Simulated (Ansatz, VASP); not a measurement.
## SnO2 in VASP and in Ansatz

```
Sn O
1.0
     4.76482    0.00000    0.00000
     0.00000    4.76482    0.00000
     0.00000    0.00000    3.20750
Sn O
2 4
Direct
  0.50000 0.50000 0.50000
  0.00000 0.00000 0.00000
  0.19403 0.80597 0.50000
  0.80597 0.19403 0.50000
  0.30597 0.30597 0.00000
  0.69403 0.69403 0.00000
```

Alike in both runs: task relaxation of cell and atoms; functional PBE; k mesh 6 × 6 × 8; occupations gaussian, width 0.02 eV; no spin polarisation.

|  | VASP | Ansatz |
| --- | --- | --- |
| version | VASP 6.6.1 | Ansatz 0.2.0 |
| potentials or method | VASP PAW PBE potentials, release 64 (Sn_d, O), cutoff 600 eV | scalar-relativistic, plane waves, PAW |
| valence electrons in the cell | 52 | 52 |

VASP gave:

| Property | Result |
| --- | --- |
| gap on the k mesh at the Fermi level, each at its own relaxed structure (eV) | 0.64 |
| relaxed volume (Å³/atom) | 12.61 |
| relaxed cell length with the largest relative difference (Å) | 3.242 |

**Question.** Estimate Ansatz's values.

**Answer.** gap on the k mesh at the Fermi level, each at its own relaxed structure (eV): 0.68; relaxed volume (Å³/atom): 12.58; relaxed cell length with the largest relative difference (Å): 3.238.
